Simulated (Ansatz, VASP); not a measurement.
## One calculation of Be3Cd2Te, two programs

```xyz
6
Lattice="-2.6310 2.6310 4.4571 2.6310 -2.6310 4.4571 2.6310 2.6310 -4.4571" Properties=species:S:1:pos:R:3 pbc="T T T"
Be    0.0000    0.0000    6.7954
Be    0.0000    0.0000    2.1187
Be    0.0000    0.0000    0.0000
Cd    0.0000    2.6310    2.2285
Cd    2.6310    0.0000    2.2285
Te    0.0000    0.0000    4.4571
```

Alike in both runs: functional PBE; k mesh 6 × 6 × 6; occupations gaussian, width 0.1 eV; no spin polarisation.

Ansatz relaxed the structure, and its values are those at the end. VASP's run is a single point on that final structure, the one shown.

|  | VASP | Ansatz |
| --- | --- | --- |
| version | VASP 6.6.1 | Ansatz 0.2.0 |
| potentials or method | VASP PAW PBE potentials, release 64 (Be, Cd, Te), cutoff 600 eV | scalar-relativistic, plane waves, PAW |
| valence electrons in the cell | 36 | 62 |

|  | VASP | Ansatz | Ansatz less VASP |
| --- | --- | --- | --- |
| gap on the k mesh at the Fermi level (eV) | none | none | - |
| pressure (GPa) | 0.2 | 0.1 | -0.10 |
| rms of the force components (eV/Å) | 0.007 | 0.001 | -0.0056 |

A gap of «none» marks a metal or a gap that the smearing closes. VASP's potentials hold 36 valence electrons a cell and Ansatz's 62, so a difference there can come from the potentials and not from the codes.

Spin-orbit coupling is off throughout.
